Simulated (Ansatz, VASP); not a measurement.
## CdH2 in VASP and in Ansatz

```
Cd H
1.0
     3.16336    0.00000    0.00000
     0.00000    3.16336    0.00000
     0.00000    0.00000    3.70803
Cd H
1 2
Cartesian
  0.0000 0.0000 1.8540
  1.5817 1.5817 1.8540
  0.0000 0.0000 0.0000
```

Alike in both runs: functional PBE; k mesh 14 × 14 × 12; occupations gaussian, width 0.1 eV; no spin polarisation.

Ansatz relaxed the structure, and its values are those at the end. VASP's run is a single point on that final structure, the one shown.

```csv
,VASP,Ansatz
version,VASP 6.6.1,Ansatz 0.2.0
potentials or method,"VASP PAW PBE potentials, release 64 (Cd_sv_GW, H), cutoff 540 eV","scalar-relativistic, plane waves, PAW"
valence electrons in the cell,22,22
```

|  | VASP | Ansatz | Ansatz less VASP |
| --- | --- | --- | --- |
| gap on the k mesh at the Fermi level (eV) | none | none | - |
| pressure (GPa) | -1.4 | 0.0 | +1.39 |

A gap of «none» marks a metal or a gap that the smearing closes. The functional is the same, so the differences come from potentials, cutoffs and numerics.
